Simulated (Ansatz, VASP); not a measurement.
# Two plane-wave programs on BaS

Contents of INCAR:

```
SYSTEM = BaS
PREC = Accurate
ENCUT = 520
EDIFF = 1E-8
ISMEAR = -1
SIGMA = 0.01
LREAL = .False.
LASPH = .True.
NELM = 100
ALGO = Normal
ISIF = 2
LWAVE = .False.
LCHARG = .False.
LEFG = .True.
NBANDS = 15
```

The input KPOINTS:

```
regular mesh
0
Gamma
  7 7 7
  0 0 0
```

Contents of POSCAR:

```
BaS
1.0
    0.0000000000      3.2563884516      3.2563884516
    3.2563884516      0.0000000000      3.2563884516
    3.2563884516      3.2563884516      0.0000000000
Ba S
1 1
Direct
    0.0000000000      0.0000000000      0.0000000000
    0.5000000000      0.5000000000      0.5000000000
```

Input for Ansatz:

```yaml
crystal:
  lattice:
    - [0.0, 3.2563884516, 3.2563884516]
    - [3.2563884516, 0.0, 3.2563884516]
    - [3.2563884516, 3.2563884516, 0.0]
  atoms:
    - { symbol: Ba, position: [0.0, 0.0, 0.0] }
    - { symbol: S, position: [0.5, 0.5, 0.5] }
kpoints:
  mp_grid: { grid: [7, 7, 7] }
scf:
  occupations: { method: fermi_dirac, width: 0.01 }
hamiltonian:
  xc: lda
  pseudopotentials: { kind: paw }
output:
  forces: true
  stress: true
  eigenvalues: true
  efg: { contact_densities: true }
```

Change from the starting cell: volume scaled by 1.06, PAW files.

Alike in both runs: task electric field gradients; functional LDA; k mesh 7 × 7 × 7; occupations fermi-dirac, width 0.01 eV; no spin polarisation.

```csv
,VASP,Ansatz
version,VASP 6.6.1,Ansatz 0.2.0
potentials or method,"VASP PAW LDA potentials, release 64 (Ba_sv, S)","PAW with Ansatz's default frozen-core files, scalar-relativistic"
plane-wave cutoff (eV),520,420
valence electrons in the cell,16,16
```

Ansatz gave:

- gap on the k mesh at the Fermi level (eV): 2.14
- pressure (GPa): -4.5

**Question.** Which values does VASP return?

**Answer.** gap on the k mesh at the Fermi level (eV): 2.05; pressure (GPa): -4.0.

LDA's correlation is that of Perdew and Zunger in VASP and of Perdew and Wang (1992) in Ansatz.

Spin-orbit coupling is off throughout.
